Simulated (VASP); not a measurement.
**SnTe: single point with LDA**

SnTe:

```
Sn Te
1.0
     0.00000    3.61115    3.61115
     3.61115    0.00000    3.61115
     3.61115    3.61115    0.00000
Sn Te
1 1
Direct
  0.00000 0.00000 0.00000
  0.75000 0.75000 0.75000
```

```
Program             : VASP 6.6.1
Task                : single point
Functional          : LDA
Potentials or basis : VASP PAW LDA potentials, release 64 (Sn_d, Te)
Cutoff              : 520 eV
k mesh              : 6 × 6 × 6
Occupations         : fermi-dirac, width 0.05 eV
Spin                : no spin polarisation
```

```json
{"Pressure": "-2.2 GPa", "Band gap on the k mesh": "0.19 eV (least direct gap 0.72 eV)"}
```

Levels at points of the mesh, in eV from the valence-band top:
| k point | band 8 | band 9 | band 10 | band 11 | band 12 | band 13 |
| --- | --- | --- | --- | --- | --- | --- |
| (0.00, 0.00, 0.00) | -1.73 | -1.73 | -1.73 | 1.15 | 1.15 | 1.15 |
| (0.50, 0.00, 0.00) | -2.27 | -2.27 | -1.92 | 1.95 | 1.95 | 3.49 |
| (0.50, 0.50, 0.00) | -2.93 | -2.93 | -0.53 | 0.19 | 4.00 | 4.00 |

Run time: 30 s on 1 thread of Intel Xeon 8259CL, with other jobs on the host, peak memory 0.2 GiB.

Caveat: spin-orbit coupling is left out, which moves the levels of the heavy elements. A k mesh can miss the band edges.
